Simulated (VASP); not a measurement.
# ScTaN (P-3m1) in VASP: further runs

The runs below take ScTaN through single point, with PBE, PBEsol+D3(BJ).

Everything below comes from runs of VASP 6.6.1. Logs are shortened: lines on timing, memory, paths and dates and some standing lists are left out, and cuts for length are marked.

## Step 1: The cell of the first run

Symmetry: P-3m1, No. 164, trigonal system. The conventional cell has a = 3.084 Å, b = 3.084 Å, c = 10.320 Å, α = 90.00°, β = 90.00°, γ = 120.00°. Within 2.9 Å of Ta (site symmetry 3m) lie 3 N at 2.20 Å. Within 4.1 Å of Sc (site symmetry -3m) lie 6 Sc at 3.08 Å and 6 Ta at 3.10 Å. Within 2.9 Å of Sc (site symmetry -3m) lie 6 N at 2.23 Å. Within 2.9 Å of N (site symmetry 3m) lie 3 Ta at 2.20 Å and 3 Sc at 2.23 Å.

## Step 2: Single point, PBE

Contents of INCAR:

```
SYSTEM = ScTaN
PREC = Accurate
ENCUT = 520
EDIFF = 1E-7
ISMEAR = -1
SIGMA = 0.05
LREAL = .False.
LASPH = .True.
NELM = 80
ALGO = Normal
ISIF = 2
LWAVE = .False.
LCHARG = .False.
GGA = PE
NBANDS = 36
```

Contents of KPOINTS:

```
Automatic mesh
0
Gamma
  10 10 3
  0 0 0
```

Contents of POSCAR:

```
ScTaN
1.0
    3.0841859054      0.0000000000      0.0000000000
   -1.5420929527      2.6709833441      0.0000000000
    0.0000000000      0.0000000000     10.3203476204
Ta Sc N
2 2 2
Direct
    0.3333333333      0.6666666667      0.2457319401
    0.6666666667      0.3333333333      0.7542680599
    0.0000000000      0.0000000000      0.0000000000
    0.0000000000      0.0000000000      0.5000000000
    0.3333333333      0.6666666667      0.6296424073
    0.6666666667      0.3333333333      0.3703575927
```

Potentials or basis: VASP PAW PBE potentials, release 64 (Ta_pv, Sc_sv, N).

Command:

```sh
$ cat potpaw_PBE.64/Ta_pv/POTCAR potpaw_PBE.64/Sc_sv/POTCAR potpaw_PBE.64/N/POTCAR > POTCAR
$ mpirun -np 1 vasp_std > vasp.out
```

OUTCAR:

```text
SYSTEM = ScTaN
   PREC = Accurate
   ENCUT = 520
   EDIFF = 1E-7
   ISMEAR = -1
   LREAL = .False.
   LASPH = .True.
   NELM = 80
   ISIF = 2
   GGA = PE

 ion  position               nearest neighbor table
   1  0.333  0.667  0.246-   6 2.20   6 2.20   6 2.20   3 3.10   3 3.10   3 3.10   4 3.17   4 3.17
                             4 3.17
   2  0.667  0.333  0.754-   5 2.20   5 2.20   5 2.20   3 3.10   3 3.10   3 3.10   4 3.17   4 3.17
                             4 3.17
   3  0.000  0.000  0.000-   1 3.10   2 3.10   2 3.10   1 3.10   2 3.10   1 3.10
   4  0.000  0.000  0.500-   5 2.23   6 2.23   6 2.23   5 2.23   6 2.23   5 2.23   1 3.17   2 3.17
                             1 3.17   2 3.17   2 3.17   1 3.17
   5  0.333  0.667  0.630-   2 2.20   2 2.20   2 2.20   4 2.23   4 2.23   4 2.23
   6  0.667  0.333  0.370-   1 2.20   1 2.20   1 2.20   4 2.23   4 2.23   4 2.23

  LATTYP: Found a hexagonal cell.
 ALAT       =     3.0841859054
 C/A-ratio  =     3.3462145075

  Lattice vectors:

 A1 = (   3.0841859054,   0.0000000000,   0.0000000000)
 A2 = (  -1.5420929527,   2.6709833441,   0.0000000000)
 A3 = (   0.0000000000,   0.0000000000,  10.3203476204)

Analysis of symmetry for initial positions (statically):
=====================================================================
 Subroutine PRICEL returns:
 Original cell was already a primitive cell.

 Routine SETGRP: Setting up the symmetry group for a
 hexagonal supercell.

 Subroutine GETGRP returns: Found 12 space group operations
 (whereof 12 operations were pure point group operations)
 out of a pool of 24 trial point group operations.

The static configuration has the point symmetry D_3d.

Analysis of symmetry for dynamics (positions and initial velocities):
=====================================================================
 Subroutine PRICEL returns:
 Original cell was already a primitive cell.

 Routine SETGRP: Setting up the symmetry group for a
 hexagonal supercell.

 Subroutine GETGRP returns: Found 12 space group operations
 (whereof 12 operations were pure point group operations)
 out of a pool of 24 trial point group operations.

The dynamic configuration has the point symmetry D_3d.

 Subroutine INISYM returns: Found 12 space group operations
 (whereof 12 operations are pure point group operations),
 and found     1 'primitive' translations

----------------------------------------------------------------------------------------

                                     Primitive cell

  volume of cell :      85.0171

  direct lattice vectors                    reciprocal lattice vectors
     3.084185905  0.000000000  0.000000000     0.324234670  0.187196974  0.000000000
    -1.542092953  2.670983344  0.000000000     0.000000000  0.374393948  0.000000000
     0.000000000  0.000000000 10.320347620     0.000000000  0.000000000  0.096895961

  length of vectors
     3.084185905  3.084185905 10.320347620     0.374393948  0.374393948  0.096895961

  position of ions in fractional coordinates (direct lattice)
     0.333333333  0.666666667  0.245731940
     0.666666667  0.333333333  0.754268060
     0.000000000  0.000000000  0.000000000
     0.000000000  0.000000000  0.500000000
     0.333333333  0.666666667  0.629642407
     0.666666667  0.333333333  0.370357593

  ion indices of the primitive-cell ions
   primitive index   ion index
                 1           1
                 2           2
                 3           3
                 4           4
                 5           5
                 6           6

----------------------------------------------------------------------------------------

 KPOINTS: Automatic mesh

Automatic generation of k-mesh.
 Grid dimensions read from file:
 generate k-points for:   10   10    3

 Generating k-lattice:

  Cartesian coordinates                     Fractional coordinates (reciprocal lattice)
     0.032423467  0.018719697  0.000000000     0.100000000  0.000000000  0.000000000
     0.000000000  0.037439395  0.000000000     0.000000000  0.100000000  0.000000000
     0.000000000  0.000000000  0.032298654     0.000000000  0.000000000  0.333333333

  Length of vectors
     0.037439395  0.037439395  0.032298654

  Shift w.r.t. Gamma in fractional coordinates (k-lattice)
     0.000000000  0.000000000  0.000000000

 Subroutine IBZKPT returns following result:
 ===========================================

 Found     36 irreducible k-points:

 Following reciprocal coordinates:
            Coordinates               Weight
  0.000000  0.000000  0.000000      1.000000
  0.100000  0.000000  0.000000      6.000000
  0.200000  0.000000  0.000000      6.000000
  0.300000  0.000000  0.000000      6.000000
  0.400000  0.000000  0.000000      6.000000
  0.500000  0.000000  0.000000      3.000000
[... 16 lines left out ...]
  0.000000  0.400000  0.333333      6.000000
  0.500000  0.000000  0.333333      6.000000
 [... further k-points ...]
   k-points           NKPTS =     36   k-points in BZ     NKDIM =     36   number of bands    NBANDS=     36
   number of dos      NEDOS =    301   number of ions     NIONS =      6
   total plane-waves  NPLWV =  46080
   dimension x,y,z NGX =    24 NGY =   24 NGZ =   80
   dimension x,y,z NGXF=    48 NGYF=   48 NGZF=  160
   ions per type =               2   2   2
   NGX,Y,Z   is equivalent  to a cutoff of  12.94, 12.94, 12.89 a.u.
   NGXF,Y,Z  is equivalent  to a cutoff of  25.87, 25.87, 25.77 a.u.
 SYSTEM =  ScTaN
   PREC   = accura    normal or accurate (medium, high low for compatibility)
   ISTART =      0    job   : 0-new  1-cont  2-samecut
   ICHARG =      2    charge: 1-file 2-atom 10-const
   ISPIN  =      1    spin polarized calculation?
   LNONCOLLINEAR =      F non collinear calculations
   LSORBIT =      F    spin-orbit coupling
   LASPH  =      T    aspherical Exc in radial PAW
   ENCUT  =  520.0 eV  38.22 Ry    6.18 a.u.   5.73  5.73 19.19*2*pi/ulx,y,z
   NELM   =     80;   NELMIN=  2; NELMDL= -5     # of ELM steps
   EDIFF  = 0.1E-06   stopping-criterion for ELM
   LREAL  =      F    real-space projection
   EDIFFG = 0.1E-05   stopping-criterion for IOM
   NSW    =      0    number of steps for IOM
   IBRION =     -1    ionic relax: 0-MD 1-quasi-New 2-CG
   NFREE  =      0    steps in history (QN), initial steepest desc. (CG)
   ISIF   =      2    stress and relaxation
   ISYM   =      2    0-nonsym 1-usesym 2-fastsym
   POTIM  = 0.5000    time-step for ionic-motion
   TEBEG  =    0.0;   TEEND  =   0.0 temperature during run
   PSTRESS=    0.0 pullay stress
   NELECT =      54.0000    total number of electrons
   NUPDOWN=      -1.0000    fix difference up-down
   EMIN   =  10.00;   EMAX   =-10.00  energy-range for DOS
   EFERMI =   0.00;   METHOD = LEGACY
   ISMEAR =    -1;   SIGMA  =   0.05  broadening in eV -4-tet -1-fermi 0-gaus
   EFERMI_NEDOS =   21; number of points for ismear=-14 and -15
   IALGO  =     38    algorithm
   IMIX   =      4    mixing-type and parameters
     AMIX     =   0.40;   BMIX     =  1.00
     AMIX_MAG =   1.60;   BMIX_MAG =  1.00
  volume/ion in A,a.u.               =      14.17        95.62
  Fermi-wavevector in a.u.,A,eV,Ry     =   1.407248  2.659314 26.944267  1.980348
  Thomas-Fermi vector in A             =   2.529527
   LORBIT       =      0    0 simple, 1 ext, 2 COOP (PROOUT), +10 PAW based schemes
   GGA     = PE    functional components
   LHFCALC =     F    Hartree Fock is set to
   AEXX    =    0.0000 exact exchange contribution
   IVDW    =     0    specifies the selected vdW correction
   LEPSILON=     F    determine dielectric tensor
   LRPA    =     F    only Hartree local field effects (RPA)
 non-spin polarized calculation
  energy-cutoff  :      520.00
  volume of cell :       85.02
 maximum number of plane-waves:      2304
 NGX is ok and might be reduce to    24
   NGX = 11   NGY = 11   NGZ = 39

 number of electron      53.9999993 magnetization

 Free energy of the ion-electron system (eV)
  ---------------------------------------------------
  ext. energy  EPLUGINS =         0.00000000
  ---------------------------------------------------
  free energy    TOTEN  =       -58.95073273 eV

  energy without entropy =      -58.92391802  energy(sigma->0) =      -58.93732538

 E-fermi :   6.2139     XC(G=0): -12.0258

 val. band max:        6.1480421989   @ k =   0.3000   0.0000   0.3333
 cond. band min:       6.2460408218   @ k =   0.3000   0.2000   0.3333
 fundamental gap:      0.0979986229
 Fermi energy:         6.2139425123

 k-point     1 :       0.0000    0.0000    0.0000
  band No.  band energies     occupation
      1     -43.0319      2.00000
      2     -42.5808      2.00000
      3     -28.5403      2.00000
      4     -28.5278      2.00000
      5     -28.1511      2.00000
      6     -28.1511      2.00000
[... 28 lines left out ...]
     35       8.6108      0.00000
     36       8.7891      0.00000

 k-point     2 :       0.1000    0.0000    0.0000
  band No.  band energies     occupation
      1     -43.0232      2.00000
      2     -42.5731      2.00000
      3     -28.5295      2.00000
      4     -28.5184      2.00000
      5     -28.2114      2.00000
      6     -28.2110      2.00000
[... 28 lines left out ...]
     35       8.9567      0.00000
     36       9.0479      0.00000

 k-point     3 :       0.2000    0.0000    0.0000
  band No.  band energies     occupation
      1     -43.0002      2.00000
      2     -42.5528      2.00000
      3     -28.5030      2.00000
      4     -28.4955      2.00000
      5     -28.3648      2.00000
      6     -28.3633      2.00000
[... 28 lines left out ...]
     35       8.9103      0.00000
     36       9.1841      0.00000
[... 742 lines left out ...]
 k-point    23 :       0.0000    0.4000    0.3333
  band No.  band energies     occupation
      1     -42.9485      2.00000
      2     -42.5073      2.00000
      3     -28.7054      2.00000
      4     -28.7040      2.00000
      5     -28.4311      2.00000
      6     -28.4296      2.00000
[... 28 lines left out ...]
     35      10.2468      0.00000
     36      10.4264      0.00000

 k-point    24 :       0.5000    0.0000    0.3333
  band No.  band energies     occupation
      1     -42.9396      2.00000
      2     -42.4995      2.00000
      3     -28.7603      2.00000
      4     -28.7586      2.00000
      5     -28.4212      2.00000
      6     -28.4191      2.00000
[... 28 lines left out ...]
     35      10.7332      0.00000
     36      10.8069      0.00000

 [... further k-points ...]
[... 5 lines left out ...]
  --------------------------------------------------------------------------------------
  -------------------------------------------------------------------------------------
  Total        0.2314257      0.2314257      0.2550032      0.0000000      0.0000000     -0.0000000
  in kB        4.3613018      4.3613018      4.8056273      0.0000000      0.0000000     -0.0000000
  external PRESSURE =       4.5094103 kB  Pullay stress =       0.0000000 kB

 VOLUME and BASIS-vectors are now :
 -----------------------------------------------------------------------------
  energy-cutoff  :      520.00
  volume of cell :       85.02
      direct lattice vectors                 reciprocal lattice vectors
     3.084185905  0.000000000  0.000000000     0.324234670  0.187196974  0.000000000
    -1.542092953  2.670983344  0.000000000     0.000000000  0.374393948  0.000000000
     0.000000000  0.000000000 10.320347620     0.000000000  0.000000000  0.096895961

 POSITION                                       TOTAL-FORCE (eV/Angst)
 -----------------------------------------------------------------------------------
     -0.00000      1.78066      2.53604        -0.000000      0.000000     -0.037525
      1.54209      0.89033      7.78431         0.000000     -0.000000      0.037525
      0.00000      0.00000      0.00000        -0.000000      0.000000      0.000000
      0.00000      0.00000      5.16017        -0.000000      0.000000      0.000000
     -0.00000      1.78066      6.49813         0.000000      0.000000      0.023806
      1.54209      0.89033      3.82222         0.000000     -0.000000     -0.023806
 -----------------------------------------------------------------------------------
    total drift:                                0.000000     -0.000000      0.000000

  FREE ENERGIE OF THE ION-ELECTRON SYSTEM (eV)
  ---------------------------------------------------
  free  energy   TOTEN  =       -58.9507327341 eV

  energy  without entropy=      -58.9239180233  energy(sigma->0) =      -58.93732538
```

It took 2.6 min on 1 thread of AMD EPYC 7R43 (Zen 3), shared host; peak memory 0.23 GiB.

What came out:

```yaml
Free_energy: -58.9507 eV
Pressure: 0.5 GPa
Largest_force: 0.038 eV/Å
Band_gap_on_the_k_mesh: zero (band 27 reaches 6.85 eV, above the bottom of band 28 at 6.08 eV)
```

Forces in eV/Å, atoms in the order of the input:
```
Ta   0.000  0.000 -0.038
Ta   0.000  0.000  0.038
Sc   0.000  0.000  0.000
Sc   0.000  0.000  0.000
N    0.000  0.000  0.024
N    0.000  0.000 -0.024
```

Caveat: spin-orbit coupling is left out, which moves the levels of the heavy elements.

## Step 3: Single point, PBE

This run uses another cell than the first one, of 14.20 Å³/atom, 1.002 times its volume.

Contents of INCAR:

```
SYSTEM = ScTaN
  PREC = Accurate
  ENCUT = 520
  EDIFF = 1E-7
  ISMEAR = -1
  SIGMA = 0.05
  LREAL = .FALSE.
  LASPH = .TRUE.
  NELM = 80
  ALGO = Normal
  ISIF = 2
  LWAVE = .FALSE.
  LCHARG = .TRUE.
  GGA = PE
  LELF = .TRUE.
  LVHAR = .TRUE.
  NBANDS = 36
```

Contents of KPOINTS:

```
regular mesh
0
G
  10 10 3
  0 0 0
```

Contents of POSCAR:

```
ScTaN
1.0
    3.0850655424      0.0000000000      0.0000000000
   -1.5425327712      2.6717451321      0.0000000000
    0.0000000000      0.0000000000     10.3401360000
Ta Sc N
2 2 2
Direct
    0.3333333333      0.6666666667      0.2456310000
    0.6666666667      0.3333333333      0.7543690000
    0.0000000000      0.0000000000      0.0000000000
    0.0000000000      0.0000000000      0.5000000000
    0.3333333333      0.6666666667      0.6298410000
    0.6666666667      0.3333333333      0.3701590000
```

Potentials or basis: VASP PAW PBE potentials, release 64 (Ta_pv, Sc_sv, N).

Command:

```sh
$ cat potpaw_PBE.64/Ta_pv/POTCAR potpaw_PBE.64/Sc_sv/POTCAR potpaw_PBE.64/N/POTCAR > POTCAR
$ mpirun -np 1 vasp_std > vasp.out
```

It took 2.5 min on 1 thread of AMD EPYC 7R43 (Zen 3), shared host; peak memory 0.23 GiB.

It converged, with:

- Free energy: -58.9511 eV
- Pressure: -0.1 GPa
- Largest force: 0.011 eV/Å
- Band gap on the k mesh: zero (band 27 reaches 6.83 eV, above the bottom of band 28 at 6.06 eV)

Forces in eV/Å, atoms in the order of the input:
```
Ta   0.000  0.000 -0.011
Ta   0.000  0.000  0.011
Sc   0.000  0.000  0.000
Sc   0.000  0.000  0.000
N    0.000  0.000  0.001
N    0.000  0.000 -0.001
```

Stress tensor (GPa, compression positive):
```
 0.09  0.00  0.00
 0.00  0.09  0.00
 0.00  0.00 -0.34
```

Levels at points of the mesh, in eV from the Fermi level:
| k point | band 23 | band 24 | band 25 | band 26 | band 27 | band 28 | band 29 | band 30 | band 31 | band 32 |
| --- | --- | --- | --- | --- | --- | --- | --- | --- | --- | --- |
| (0.00, 0.00, 0.00) | -3.61 | -1.34 | -1.28 | 0.58 | 0.58 | 0.73 | 0.80 | 1.41 | 1.41 | 1.74 |
| (0.50, 0.00, 0.00) | -2.64 | -1.79 | -1.18 | -0.86 | -0.42 | 0.42 | 0.50 | 2.02 | 2.33 | 3.66 |

Caveat: spin-orbit coupling is left out, which moves the levels of the heavy elements.

## Step 4: Single point, PBEsol+D3(BJ)

This run uses another cell than the first one, of 13.36 Å³/atom, 0.943 times its volume.

Contents of INCAR:

```
SYSTEM = ScTaN
PREC = Accurate
ENCUT = 520
EDIFF = 1E-6
ISMEAR = -1
SIGMA = 0.05
LREAL = .FALSE.
LASPH = .TRUE.
NELM = 80
ALGO = Normal
ISIF = 2
LWAVE = .FALSE.
LCHARG = .FALSE.
GGA = PS
IVDW = 12
NBANDS = 36
```

Contents of KPOINTS:

```
Automatic mesh
0
G
  10 10 3
  0 0 0
```

Contents of POSCAR:

```
ScTaN
1.0
    3.0254446850      0.0000000000      0.0000000000
   -1.5127223425      2.6201119550      0.0000000000
    0.0000000000      0.0000000000     10.1105871957
Ta Sc N
2 2 2
Direct
    0.3333333333      0.6666666667      0.2443928853
    0.6666666667      0.3333333333      0.7556071147
    0.0000000000      0.0000000000      0.0000000000
    0.0000000000      0.0000000000      0.5000000000
    0.3333333333      0.6666666667      0.6300547833
    0.6666666667      0.3333333333      0.3699452167
```

Command:

```sh
$ cat potpaw_PBE.64/Ta_pv/POTCAR potpaw_PBE.64/Sc_sv/POTCAR potpaw_PBE.64/N/POTCAR > POTCAR
$ mpirun -np 1 vasp_std > vasp.out
```

Run time: 2.4 min. Hardware: 1 thread of Intel Xeon Platinum 8259CL at 2.50GHz (Skylake/Cascade Lake), shared host; peak memory 0.26 GiB.

Results (log left out):

| Property | Result |
| --- | --- |
| Free energy | -65.1753 eV |
| Pressure | 0.6 GPa |
| Largest force | 0.045 eV/Å |
| Band gap on the k mesh | zero (band 27 reaches 7.19 eV, above the bottom of band 28 at 6.39 eV) |
| Dispersion energy per atom | -0.479 eV |

Forces on the atoms (eV/Å):
```
Ta   0.000  0.000 -0.045
Ta   0.000  0.000  0.045
Sc   0.000  0.000  0.000
Sc   0.000  0.000  0.000
N    0.000  0.000  0.024
N    0.000  0.000 -0.024
```

Levels at points of the mesh, in eV from the Fermi level:
```tsv
k point	band 23	band 24	band 25	band 26	band 27	band 28	band 29	band 30	band 31	band 32
(0.00, 0.00, 0.00)	-3.76	-1.37	-1.21	0.56	0.56	0.76	0.83	1.47	1.47	1.79
(0.50, 0.00, 0.00)	-2.90	-1.85	-1.27	-0.92	-0.35	0.38	0.67	2.07	2.48	3.92
```

Caveat: the PAW data sets were made with another functional, which shifts forces and pressure a little; spin-orbit coupling is left out, which moves the levels of the heavy elements; pairwise dispersion overbinds metals, which lowers pressure and volume.

(Continued in part 2 of 2.)
